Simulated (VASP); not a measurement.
CaS (Oldhamite):

```xyz
2
Lattice="0.0000 2.8391 2.8391 2.8391 0.0000 2.8391 2.8391 2.8391 0.0000" Properties=species:S:1:pos:R:3 pbc="T T T"
Ca    0.0000    0.0000    0.0000
S     2.8391    2.8391    2.8391
```

Base run:

```yaml
Program: VASP 6.6.1
Functional: r2SCAN
Dispersion: D4
Potentials_or_basis: VASP PAW PBE potentials, release 64 (Ca_sv, S)
Cutoff: 550 eV
k_mesh: 6 × 6 × 6
Occupations: gaussian, width 0.01 eV
Spin: no spin polarisation
```

Its results: band gap on the k mesh 2.78 eV, indirect (least direct gap 3.61 eV); pressure 0.3 GPa.

**Question.** The run is repeated on the same cell with these changes: k mesh from 6 × 6 × 6 to 5 × 5 × 5. What comes out?

**Answer.** Band gap on the k mesh 2.92 eV, indirect (least direct gap 3.70 eV); pressure 0.3 GPa.

Caveats: the PAW data sets were made with another functional, which shifts forces and pressure a little.

A k mesh can miss the band edges.
